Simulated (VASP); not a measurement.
# Sr2C (R-3m) in VASP: a series of runs

The runs below take Sr2C through single point, relaxation of cell and atoms, with PBE.

Program: VASP 6.6.1. These are calculated values, not measurements. Logs are shortened: lines on timing, memory, paths and dates and some standing lists are left out, and cuts for length are marked.

## Step 1: The cell of the first run

The structure is trigonal, space group R-3m (No. 166). Conventional cell: a = 3.873 Å, b = 3.873 Å, c = 19.193 Å, α = 90.00°, β = 90.00°, γ = 120.00°. Within 3.5 Å of Sr (site symmetry 3m) lie 3 C at 2.66 Å. C (site symmetry -3m) has 6 Sr at 2.66 Å within 3.5 Å.

## Step 2: Single point, PBE

Input file INCAR:

```
SYSTEM = Sr2C
ALGO = Normal
EDIFF = 1E-6
ENCUT = 520
GGA = PE
ISIF = 2
ISMEAR = 0
LASPH = .TRUE.
LCHARG = .FALSE.
LREAL = .FALSE.
LWAVE = .FALSE.
NBANDS = 19
NELM = 60
PREC = Accurate
SIGMA = 0.1
```

Input file KPOINTS:

```
k-points
0
G
  6 6 6
  0 0 0
```

Input file POSCAR:

```
Sr2C
1.0
    1.9363736700      1.1179658600      6.3975291600
   -1.9363736700      1.1179658600      6.3975291600
    0.0000000000     -2.2359317200      6.3975291600
Sr C
2 1
Direct
    0.2579300100      0.2579300100      0.2579300100
    0.7420699900      0.7420699900      0.7420699900
    0.0000000000      0.0000000000      0.0000000000
```

Potentials or basis: VASP PAW PBE potentials, release 64 (Sr_sv, C).

The run is started by

```console
> cat potpaw_PBE.64/Sr_sv/POTCAR potpaw_PBE.64/C/POTCAR > POTCAR
> mpirun -np 1 vasp_std > vasp.out
```

OUTCAR:

```text
SYSTEM = Sr2C
   EDIFF = 1E-6
   ENCUT = 520
   GGA = PE
   ISIF = 2
   ISMEAR = 0
   LASPH = .TRUE.
   LREAL = .FALSE.
   NELM = 60
   PREC = Accurate

 ion  position               nearest neighbor table
   1  0.258  0.258  0.258-   3 2.66   3 2.66   3 2.66   2 3.66   2 3.66   2 3.66   2 4.16   2 4.16
                             2 4.16
   2  0.742  0.742  0.742-   3 2.66   3 2.66   3 2.66   1 3.66   1 3.66   1 3.66   1 4.16   1 4.16
                             1 4.16
   3  0.000  0.000  0.000-   2 2.66   2 2.66   1 2.66   1 2.66   2 2.66   1 2.66

  LATTYP: Found a trigonal (rhomboedric) cell.
 ALAT       =     6.7770030255
 COS(alpha) =     0.8367200066

  Lattice vectors:

 A1 = (   1.9363736700,   1.1179658600,   6.3975291600)
 A2 = (  -1.9363736700,   1.1179658600,   6.3975291600)
 A3 = (   0.0000000000,  -2.2359317200,   6.3975291600)

Analysis of symmetry for initial positions (statically):
=====================================================================
 Subroutine PRICEL returns:
 Original cell was already a primitive cell.

 Routine SETGRP: Setting up the symmetry group for a
 trigonal (rhombohedral) supercell.

 Subroutine GETGRP returns: Found 12 space group operations
 (whereof 12 operations were pure point group operations)
 out of a pool of 12 trial point group operations.

The static configuration has the point symmetry D_3d.

Analysis of symmetry for dynamics (positions and initial velocities):
=====================================================================
 Subroutine PRICEL returns:
 Original cell was already a primitive cell.

 Routine SETGRP: Setting up the symmetry group for a
 trigonal (rhombohedral) supercell.

 Subroutine GETGRP returns: Found 12 space group operations
 (whereof 12 operations were pure point group operations)
 out of a pool of 12 trial point group operations.

The dynamic configuration has the point symmetry D_3d.

 Subroutine INISYM returns: Found 12 space group operations
 (whereof 12 operations are pure point group operations),
 and found     1 'primitive' translations

----------------------------------------------------------------------------------------

                                     Primitive cell

  volume of cell :      83.0962

  direct lattice vectors                    reciprocal lattice vectors
     1.936373670  1.117965860  6.397529160     0.258214624  0.149080283  0.052103449
    -1.936373670  1.117965860  6.397529160    -0.258214624  0.149080283  0.052103449
     0.000000000 -2.235931720  6.397529160     0.000000000 -0.298160566  0.052103449

  length of vectors
     6.777003025  6.777003025  6.777003026     0.302678860  0.302678860  0.302678860

  position of ions in fractional coordinates (direct lattice)
     0.257930010  0.257930010  0.257930010
     0.742069990  0.742069990  0.742069990
     0.000000000  0.000000000  0.000000000

  ion indices of the primitive-cell ions
   primitive index   ion index
                 1           1
                 2           2
                 3           3

----------------------------------------------------------------------------------------

 KPOINTS: k-points

Automatic generation of k-mesh.
 Grid dimensions read from file:
 generate k-points for:    6    6    6

 Generating k-lattice:

  Cartesian coordinates                     Fractional coordinates (reciprocal lattice)
     0.043035771  0.024846714  0.008683908     0.166666667  0.000000000  0.000000000
    -0.043035771  0.024846714  0.008683908     0.000000000  0.166666667  0.000000000
     0.000000000 -0.049693428  0.008683908     0.000000000  0.000000000  0.166666667

  Length of vectors
     0.050446477  0.050446477  0.050446477

  Shift w.r.t. Gamma in fractional coordinates (k-lattice)
     0.000000000  0.000000000  0.000000000

 Subroutine IBZKPT returns following result:
 ===========================================

 Found     32 irreducible k-points:

 Following reciprocal coordinates:
            Coordinates               Weight
  0.000000  0.000000  0.000000      1.000000
  0.166667  0.000000  0.000000      6.000000
  0.333333  0.000000  0.000000      6.000000
  0.500000  0.000000  0.000000      3.000000
  0.166667  0.166667  0.000000      6.000000
  0.333333  0.166667  0.000000     12.000000
[... 16 lines left out ...]
  0.500000  0.500000  0.166667      6.000000
 -0.333333  0.500000  0.166667     12.000000
 [... further k-points ...]
   k-points           NKPTS =     32   k-points in BZ     NKDIM =     32   number of bands    NBANDS=     19
   number of dos      NEDOS =    301   number of ions     NIONS =      3
   total plane-waves  NPLWV = 125000
   dimension x,y,z NGX =    50 NGY =   50 NGZ =   50
   dimension x,y,z NGXF=   100 NGYF=  100 NGZF=  100
   ions per type =               2   1
   NGX,Y,Z   is equivalent  to a cutoff of  12.27, 12.27, 12.27 a.u.
   NGXF,Y,Z  is equivalent  to a cutoff of  24.53, 24.53, 24.53 a.u.
 SYSTEM =  Sr2C
[... 95 lines left out ...]
      6     -14.1864      2.00000
[... 11 lines left out ...]
     18       7.3613      0.00000
     19       8.9799      0.00000

 k-point     4 :       0.5000    0.0000    0.0000
  band No.  band energies     occupation
      1     -32.1497      2.00000
      2     -32.1361      2.00000
      3     -14.6389      2.00000
      4     -14.5244      2.00000
      5     -14.3021      2.00000
      6     -14.2234      2.00000
[... 11 lines left out ...]
     18       7.6081      0.00000
     19       8.9160      0.00000

 k-point     5 :       0.1667    0.1667    0.0000
  band No.  band energies     occupation
      1     -32.2006      2.00000
      2     -32.1435      2.00000
      3     -14.6636      2.00000
      4     -14.2331      2.00000
      5     -14.1486      2.00000
      6     -14.1344      2.00000
[... 11 lines left out ...]
     18       7.1966      0.00000
     19       7.5394      0.00000

 k-point     6 :       0.3333    0.1667    0.0000
  band No.  band energies     occupation
      1     -32.1781      2.00000
      2     -32.1370      2.00000
      3     -14.5949      2.00000
      4     -14.3760      2.00000
      5     -14.3173      2.00000
      6     -14.1629      2.00000
[... 11 lines left out ...]
     18       7.5023      0.00000
     19       8.4811      0.00000

 k-point     7 :       0.5000    0.1667    0.0000
  band No.  band energies     occupation
      1     -32.1511      2.00000
      2     -32.1348      2.00000
      3     -14.5957      2.00000
      4     -14.4848      2.00000
      5     -14.3612      2.00000
      6     -14.2664      2.00000
[... 11 lines left out ...]
     18       7.8633      0.00000
     19       8.7147      0.00000

 k-point     8 :      -0.3333    0.1667   -0.0000
  band No.  band energies     occupation
      1     -32.1531      2.00000
      2     -32.1328      2.00000
      3     -14.5859      2.00000
      4     -14.4882      2.00000
      5     -14.3681      2.00000
      6     -14.2731      2.00000
[... 256 lines left out ...]
 k-point    20 :       0.5000    0.3333    0.1667
  band No.  band energies     occupation
      1     -32.1740      2.00000
      2     -32.1411      2.00000
      3     -14.5855      2.00000
      4     -14.4096      2.00000
      5     -14.2851      2.00000
      6     -14.1478      2.00000
[... 11 lines left out ...]
     18       7.6810      0.00000
     19       8.5633      0.00000

 k-point    21 :      -0.3333    0.3333    0.1667
  band No.  band energies     occupation
      1     -32.1498      2.00000
      2     -32.1360      2.00000
      3     -14.6244      2.00000
      4     -14.5155      2.00000
      5     -14.3240      2.00000
      6     -14.2439      2.00000
[... 11 lines left out ...]
     18       8.5219      0.00000
     19       9.0067      0.00000

 k-point    22 :      -0.1667    0.3333    0.1667
  band No.  band energies     occupation
      1     -32.1540      2.00000
      2     -32.1319      2.00000
      3     -14.6074      2.00000
      4     -14.5212      2.00000
      5     -14.3426      2.00000
      6     -14.2598      2.00000
[... 11 lines left out ...]
     18       8.0215      0.00000
     19       8.8640      0.00000

 k-point    23 :       0.5000    0.5000    0.1667
  band No.  band energies     occupation
      1     -32.1668      2.00000
      2     -32.1386      2.00000
      3     -14.6203      2.00000
      4     -14.5147      2.00000
      5     -14.2305      2.00000
      6     -14.2093      2.00000
[... 11 lines left out ...]
     18       8.3607      0.00000
     19       8.4139      0.00000

 k-point    24 :      -0.3333    0.5000    0.1667
  band No.  band energies     occupation
      1     -32.1510      2.00000
      2     -32.1348      2.00000
      3     -14.6416      2.00000
      4     -14.5396      2.00000
      5     -14.3169      2.00000
      6     -14.2252      2.00000
[... 11 lines left out ...]
     18       8.5433      0.00000
     19       9.0348      0.00000

 [... further k-points ...]

------------------------ aborting loop because EDIFF is reached ----------------------------------------

  FORCE on cell =-STRESS in cart. coord.  units (eV):
  Direction    XX          YY          ZZ          XY          YZ          ZX
  --------------------------------------------------------------------------------------
  -------------------------------------------------------------------------------------
  Total        2.3816044      2.3816044      1.0428330      0.0000000      0.0000000      0.0000000
  in kB       45.9196935     45.9196935     20.1068543      0.0000000      0.0000000      0.0000000
  external PRESSURE =      37.3154138 kB  Pullay stress =       0.0000000 kB

 VOLUME and BASIS-vectors are now :
 -----------------------------------------------------------------------------
  energy-cutoff  :      520.00
  volume of cell :       83.10
      direct lattice vectors                 reciprocal lattice vectors
     1.936373670  1.117965860  6.397529160     0.258214624  0.149080283  0.052103449
    -1.936373670  1.117965860  6.397529160    -0.258214624  0.149080283  0.052103449
     0.000000000 -2.235931720  6.397529160     0.000000000 -0.298160566  0.052103449

 POSITION                                       TOTAL-FORCE (eV/Angst)
 -----------------------------------------------------------------------------------
      0.00000      0.00000      4.95034         0.000000      0.000000      0.368827
      0.00000      0.00000     14.24224         0.000000     -0.000000     -0.368827
      0.00000      0.00000      0.00000        -0.000000     -0.000000     -0.000000
 -----------------------------------------------------------------------------------
    total drift:                               -0.000000      0.000000     -0.000000

  FREE ENERGIE OF THE ION-ELECTRON SYSTEM (eV)
  ---------------------------------------------------
  free  energy   TOTEN  =       -10.6295039629 eV

  energy  without entropy=      -10.6013991414  energy(sigma->0) =      -10.61545155
```

Wall time 1.9 min (1 thread of Intel Xeon Platinum 8488C (Sapphire Rapids), shared host); peak memory 0.34 GiB.

Results:

```yaml
Free_energy: -10.6295 eV
Pressure: 3.7 GPa
Largest_force: 0.369 eV/Å
Band_gap_on_the_k_mesh: zero (band 12 reaches 2.49 eV, above the bottom of band 13 at 2.36 eV)
```

Forces on the atoms (eV/Å):
```
Sr   0.000  0.000  0.369
Sr   0.000  0.000 -0.369
C    0.000  0.000  0.000
```

## Step 3: Single point, PBE

This run uses another cell than the first one, of 32.84 Å³/atom, 1.185 times its volume.

Input file INCAR:

```
ALGO = Normal
EDIFF = 1E-6
ENCUT = 520
GGA = PE
ISIF = 2
ISMEAR = 0
LASPH = T
LCHARG = F
LREAL = F
LWAVE = F
NBANDS = 19
NELM = 60
PREC = Accurate
SIGMA = 0.1
```

Input file KPOINTS:

```
k-points
0
Gamma
  6 6 6
```

Input file POSCAR:

```
Sr2C
1.0
    2.0789480517      1.2002812173      6.5794856574
   -2.0789480517      1.2002812173      6.5794856574
    0.0000000000     -2.4005624346      6.5794856574
Sr C
2 1
Direct
    0.2665662644      0.2665662644      0.2665662644
    0.7334337356      0.7334337356      0.7334337356
    0.0000000000      0.0000000000      0.0000000000
```

Potentials or basis: VASP PAW PBE potentials, release 64 (Sr_sv, C).

The run is started by

```console
> cat potpaw_PBE.64/Sr_sv/POTCAR potpaw_PBE.64/C/POTCAR > POTCAR
> mpirun -np 1 vasp_std > vasp.out
```

It took 2.7 min on 1 thread of Intel Xeon Platinum 8488C (Sapphire Rapids), shared host; peak memory 0.38 GiB.

Results (log left out):

```
Free energy            : -10.8965 eV
Pressure               : 0.1 GPa
Largest force          : 0.003 eV/Å
Band gap on the k mesh : zero (band 12 reaches 1.66 eV, above the bottom of band 13 at 1.37 eV)
```

Forces in eV/Å, atoms in the order of the input:
```
Sr   0.000  0.000 -0.003
Sr   0.000  0.000  0.003
C    0.000  0.000  0.000
```

Levels at points of the mesh, in eV from the Fermi level:
```csv
k point,band 10,band 11,band 12,band 13,band 14,band 15
"(0.00, 0.00, 0.00)",-1.67,-1.39,-0.32,-0.32,3.32,3.32
"(0.50, 0.00, 0.00)",-1.32,-0.18,-0.03,0.81,0.99,1.78
"(0.50, 0.50, 0.00)",-1.58,-0.08,-0.06,0.52,1.45,1.90
"(0.50, 0.50, 0.50)",-2.40,-0.29,-0.29,0.18,1.90,3.60
```

## Step 4: Relaxation of cell and atoms, PBE

Input file INCAR:

```
SYSTEM = Sr2C
  PREC = Accurate
  ENCUT = 600
  EDIFF = 1E-6
  ISMEAR = 0
  SIGMA = 0.1
  LREAL = .FALSE.
  LASPH = .TRUE.
  NELM = 60
  ALGO = Normal
  ISIF = 3
  LWAVE = .FALSE.
  LCHARG = .FALSE.
  GGA = PE
  IBRION = 2
  NSW = 90
  EDIFFG = -0.04
```

Input file KPOINTS:

```
Automatic mesh
0
G
  6 6 6
  0 0 0
```

Input file POSCAR:

```
Sr2C
1.0
    1.9363736700      1.1179658600      6.3975291600
   -1.9363736700      1.1179658600      6.3975291600
    0.0000000000     -2.2359317200      6.3975291600
Sr C
2 1
Direct
    0.2579300100      0.2579300100      0.2579300100
    0.7420699900      0.7420699900      0.7420699900
    0.0000000000      0.0000000000      0.0000000000
```

The run is started by

```console
> cat potpaw_PBE.64/Sr_sv/POTCAR potpaw_PBE.64/C/POTCAR > POTCAR
> mpirun -np 1 vasp_std > vasp.out
```

Run time: 20 min. Hardware: 1 thread of Intel Xeon Platinum 8488C (Sapphire Rapids), shared host; peak memory 0.43 GiB.

The run converged. Its results:

| Property | Result |
| --- | --- |
| Free energy | -10.8949 eV |
| Relaxed volume | 32.87 Å³/atom |
| Relaxed cell | a = 7.004 Å, b = 7.004 Å, c = 7.004 Å, α = 34.55°, β = 34.55°, γ = 34.55° |
| Space group after relaxing (to 0.05 Å) | R-3m (No. 166) |
| Energy gained by relaxing | 88.4 meV/atom |
| Ionic steps | 13 |
| Pressure after relaxing | 0.1 GPa |
| Largest force after relaxing | 0.011 eV/Å |
| Band gap on the k mesh | zero (band 12 reaches 1.66 eV, above the bottom of band 13 at 1.37 eV) |

Forces in eV/Å, atoms in the order of the input:
```
Sr   0.000  0.000  0.011
Sr   0.000  0.000 -0.011
C    0.000  0.000  0.000
```

The path:
```
step  energy change (eV)  largest force (eV/Å)  pressure (GPa)  volume (Å³)
   1              0.0000                0.3667            3.71        83.10
   2             -0.1342                0.6867            0.40        91.04
   3             -0.1484                0.8091           -0.87        95.11
   4             -0.2248                0.5236           -0.78        96.71
   5             -0.2538                0.2167           -0.67        98.07
   6             -0.2551                0.1369           -0.65        98.43
   7             -0.2601                0.0064            0.37        95.79
   8             -0.2608                0.0310            0.10        96.45
   9             -0.2616                0.0354            0.09        96.67
  10             -0.2634                0.0470            0.05        97.33
  11             -0.2643                0.0719           -0.02        98.61
  12             -0.2644                0.0639            0.01        98.20
  13             -0.2652                0.0108            0.08        98.60
```

Final structure:
```xyz
3
Lattice="2.0798 1.2008 6.5796 -2.0798 1.2008 6.5796 0.0000 -2.4016 6.5796" Properties=species:S:1:pos:R:3 pbc="T T T"
Sr    0.0000    0.0000    5.2602
Sr    0.0000    0.0000   14.4787
C     0.0000    0.0000    0.0000
```

Levels at points of the mesh, in eV from the Fermi level:
```tsv
k point	band 9	band 10	band 11	band 12	band 13	band 14	band 15	band 16
(0.00, 0.00, 0.00)	-7.92	-1.67	-1.39	-0.32	-0.32	3.32	3.32	4.21
(0.50, 0.00, 0.00)	-7.52	-1.32	-0.18	-0.03	0.81	0.99	1.78	4.22
(0.50, 0.50, 0.00)	-7.53	-1.58	-0.08	-0.06	0.51	1.45	1.89	3.80
(0.50, 0.50, 0.50)	-7.87	-2.40	-0.29	-0.29	0.18	1.90	3.60	3.60
```

Caveat: the volume moved by over 15 % at a fixed basis, so the end points are rough.

## Step 5: Single point, PBE

This run uses another cell than the first one, of 32.88 Å³/atom, 1.187 times its volume.

Input file INCAR:

```
PREC = Accurate
ENCUT = 520
EDIFF = 1E-6
ISMEAR = 0
SIGMA = 0.1
LREAL = F
LASPH = T
NELM = 80
ALGO = Normal
ISIF = 2
LWAVE = F
LCHARG = F
GGA = PE
NBANDS = 19
```

Input file KPOINTS:

```
Automatic mesh
0
Gamma
  15 15 15
```

Input file POSCAR:

```
Sr2C
1.0
    2.0802036600      1.2010061431      6.5804446970
   -2.0802036600      1.2010061431      6.5804446970
    0.0000000000     -2.4020122861      6.5804446970
Sr C
2 1
Direct
    0.2668673627      0.2668673627      0.2668673627
    0.7331326373      0.7331326373      0.7331326373
    0.0000000000      0.0000000000      0.0000000000
```

The run is started by

```console
> cat potpaw_PBE.64/Sr_sv/POTCAR potpaw_PBE.64/C/POTCAR > POTCAR
> mpirun -np 1 vasp_std > vasp.out
```

It took 29 min on 1 thread of Intel Xeon Platinum 8488C (Sapphire Rapids), shared host; peak memory 0.84 GiB.

Results (log left out):

- Free energy: -10.8970 eV
- Pressure: 0.2 GPa
- Largest force: 0.034 eV/Å
- Band gap on the k mesh: zero (band 12 reaches 1.65 eV, above the bottom of band 13 at 1.36 eV)

Forces in eV/Å, atoms in the order of the input:
```
Sr   0.000  0.000 -0.034
Sr   0.000  0.000  0.034
C    0.000  0.000  0.000
```

Levels at points of the mesh, in eV from the Fermi level:
```csv
k point,band 10,band 11,band 12,band 13,band 14,band 15
"(0.00, 0.00, 0.00)",-1.67,-1.38,-0.33,-0.33,3.32,3.32
```

## Step 6: Overview

| task | cell | k mesh | cutoff (eV) | gap on the mesh (eV) | pressure (GPa) | largest force (eV/Å) |
| --- | --- | --- | --- | --- | --- | --- |
| single point | a = 6.777 Å, angles 33.2°, 3 atoms | 6 × 6 × 6 | 520 | none | 3.7 | 0.37 |
| single point | a = 7.004 Å, angles 34.5°, 3 atoms | 6 × 6 × 6 | 520 | none | 0.1 | - |
| relaxation of cell and atoms | relaxed from a = 6.777 Å, angles 33.2°, 3 atoms | 6 × 6 × 6 | 600 | none | 0.1 | 0.01 |
| single point | a = 7.005 Å, angles 34.5°, 3 atoms | 15 × 15 × 15 | 520 | none | 0.2 | 0.03 |

Some of these runs hold the atoms at other places in the same cell, which the table doesn't show; runs alike in all that it shows share one row.

Alike in all rows: level PBE; potentials or basis VASP PAW PBE potentials, release 64 (Sr_sv, C); no spin polarisation; smearing gaussian 0.1 eV.

Caveats: the volume moved by over 15 % at a fixed basis, so the end points are rough (some runs).

Total energies depend on the potentials used, so only differences within one code and one set of settings carry meaning.
